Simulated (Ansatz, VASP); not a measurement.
# TiC in VASP and in Ansatz

```
CELL_PARAMETERS angstrom
-0.04328 2.14236 2.14236
2.14236 -0.04328 2.14236
2.14236 2.14236 -0.04328
ATOMIC_POSITIONS crystal
Ti 0.00000 0.00000 0.00000
C 0.50000 0.50000 0.50000
```

Change from the starting cell: equal xy, yz and zx shear strains of -2 %, crystal datasets.

Alike in both runs: task electric field gradients; functional PBEsol; k mesh 16 × 16 × 16; occupations fermi-dirac, width 0.03 eV; no spin polarisation.

```csv
,VASP,Ansatz
version,VASP 6.6.1,Ansatz 0.2.0
potentials or method,"VASP PAW PBE potentials, release 64 (Ti_sv, C), cutoff 520 eV","all-electron PAW with datasets made for the crystal, scalar-relativistic"
```

|  | VASP | Ansatz | Ansatz less VASP |
| --- | --- | --- | --- |
| pressure (GPa) | -5.8 | -6.1 | -0.31 |
| traceless stress, the component that is largest in VASP (GPa) | 3.12 | 3.14 | +0.014 |
| size of Vzz on the site where it differs most (V/Å²) | 2.1 | 1.9 | -0.20 |

VASP's potentials were made for PBE, not for PBEsol. Ansatz ran all-electron here, and VASP with PAW potentials.
